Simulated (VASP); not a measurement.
A run of VASP 6.6.1:

The input INCAR:

```
SYSTEM = CdF2
ALGO = Normal
EDIFF = 1E-7
ENCUT = 520
GGA = PS
ISIF = 2
ISMEAR = 0
LASPH = .True.
LCHARG = .False.
LREAL = .False.
LWAVE = .False.
NBANDS = 20
NELM = 100
PREC = Accurate
SIGMA = 0.05
```

The input KPOINTS:

```
k-points
0
Gamma
  8 8 8
  0 0 0
```

Contents of POSCAR:

```
CdF2
1.0
    0.0000000000      2.6415965878      2.7930256915
    2.6415965878      0.0000000000      2.7930256915
    2.6415965878      2.6415965878      0.0000000000
Cd F
1 2
Direct
    0.0000000000      0.0000000000      0.0000000000
    0.2500000000      0.2500000000      0.2500000000
    0.7500000000      0.7500000000      0.7500000000
```

Potentials or basis: VASP PAW PBE potentials, release 64 (Cd, F).

Command:

```sh
$ cat potpaw_PBE.64/Cd/POTCAR potpaw_PBE.64/F/POTCAR > POTCAR
$ mpirun -np 1 vasp_std > vasp.out
```

Hardware: 1 thread of Intel(R) Xeon(R) 6975P-C (Granite Rapids), on a shared host.

Problem. Estimate the wall time of this run.

Solution. Run time: 20 s on 1 thread of Intel(R) Xeon(R) 6975P-C (Granite Rapids), with other jobs on the host, peak memory 0.19 GiB. Counts: scf iterations 14, k points 59.
